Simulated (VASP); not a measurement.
Runs of VASP 6.6.1 on ZrSiRu4. The structure is that of space group F-43m (No. 216), or close to it. The cells are those of the table. 

| task | cell | k mesh | cutoff (eV) | gap on the mesh (eV) | pressure (GPa) | relaxed volume (Å³/atom) | largest force (eV/Å) |
| --- | --- | --- | --- | --- | --- | --- | --- |
| single point | a = 5.107 Å, angles 60.0°, 6 atoms | 4 × 4 × 4 | 520 | none | (a) | - | 0.10 |
| single point | a = 4.869 Å, angles 60.0°, 6 atoms | 4 × 4 × 4 | 520 | none | 42.3 | - | 0.10 |
| single point | a = 5.107 Å, angles 60.0°, 6 atoms | 10 × 10 × 10 | 520 | none | 0.0 | - | 0.03 |
| relaxation of cell and atoms | relaxed from a = 4.869 Å, angles 60.0°, 6 atoms | 4 × 4 × 4 | 600 | none | 0.0 | 15.70 | - |
| relaxation of cell and atoms | relaxed from a = 5.107 Å, angles 60.0°, 6 atoms | 10 × 10 × 10 | 600 | none | -0.1 | 15.70 | - |

Alike in all rows: level PBE; potentials or basis VASP PAW PBE potentials, release 64 (Zr_sv, Si, Ru_pv); no spin polarisation; smearing gaussian 0.1 eV.

**Question.** Estimate the missing entries.

**Answer.** (a) 0.1.

Caveats: some runs use coarse meshes; the volume moved by over 15 % at a fixed basis, so the end points are rough (some runs).

A k mesh can miss the band edges, and the runs leave out spin-orbit coupling on Ru, Zr.

A gap of «none» marks levels without a gap at the run's occupations.
